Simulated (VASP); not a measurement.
Input of a VASP 6.6.1 run:

Contents of INCAR:

```
SYSTEM = NaF
ALGO = Normal ; EDIFF = 1E-8
ENCUT = 520 ; GGA = PS
IBRION = 8 ; ISIF = 2
ISMEAR = 0 ; LASPH = .TRUE.
LCHARG = .FALSE. ; LREAL = .FALSE.
LWAVE = .FALSE. ; NBANDS = 14
NELM = 80 ; NSW = 1
PREC = Accurate ; SIGMA = 0.01
```

KPOINTS

```
k-points
0
G
  8 8 8
  0 0 0
```

File POSCAR:

```
NaF
1.0
    2.2303419733      2.2303419733      0.0000000000
   -2.2303419733      2.2303419733      0.0000000000
    0.0000000000      2.2303419733      2.2303419733
Na F
1 1
Direct
    0.0000000000      0.0000000000      0.0000000000
    0.5000000000      0.5000000000      0.0000000000
```

Potentials or basis: VASP PAW PBE potentials, release 64 (Na_pv, F).

Command:

```sh
$ cat potpaw_PBE.64/Na_pv/POTCAR potpaw_PBE.64/F/POTCAR > POTCAR
$ mpirun -np 1 vasp_std > vasp.out
```

Task: Predict the highest phonon frequency at Γ, LO-TO splitting left out.

Result: 315 cm⁻¹.

Phonon frequencies in cm⁻¹ (negative: imaginary):
```
              q point        frequencies
(0.000, 0.000, 0.000)  0 0 0 315 315 315
```

Caveat: the cell stands under pressure or tension, which shifts response properties.
